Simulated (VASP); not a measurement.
Here is a VASP 6.6.1 calculation.

File INCAR:

```
PREC = Accurate ; ENCUT = 520
EDIFF = 1E-6 ; ISMEAR = -1
SIGMA = 0.15 ; LREAL = F
LASPH = T ; NELM = 100
ALGO = Normal ; ISIF = 2
LWAVE = F ; LCHARG = F
GGA = PS ; NBANDS = 21
```

KPOINTS

```
regular mesh
0
Gamma
  14 14 8
```

Contents of POSCAR:

```
ZrH
1.0
    3.1914261349      0.0000000000      0.0000000000
    0.0000000000      3.1914261349      0.0000000000
    0.0000000000      0.0000000000      4.9958684586
Zr H
2 2
Direct
    0.0000000000      0.5000000000      0.0000000000
    0.5000000000      0.0000000000      0.5000000000
    0.0000000000      0.0000000000      0.7500000000
    0.0000000000      0.0000000000      0.2500000000
```

Potentials or basis: VASP PAW PBE potentials, release 64 (Zr_sv, H).

The run is started by

```console
$ cat potpaw_PBE.64/Zr_sv/POTCAR potpaw_PBE.64/H/POTCAR > POTCAR
$ mpirun -np 1 vasp_std > vasp.out
```

Problem. Predict the pressure.

Solution. 0.0 GPa.

Problem. Estimate the band gap on the k mesh.

Solution. Zero (band 13 reaches 8.62 eV, above the bottom of band 14 at 7.71 eV).

Caveat: the PAW data sets were made with another functional, which shifts forces and pressure a little.
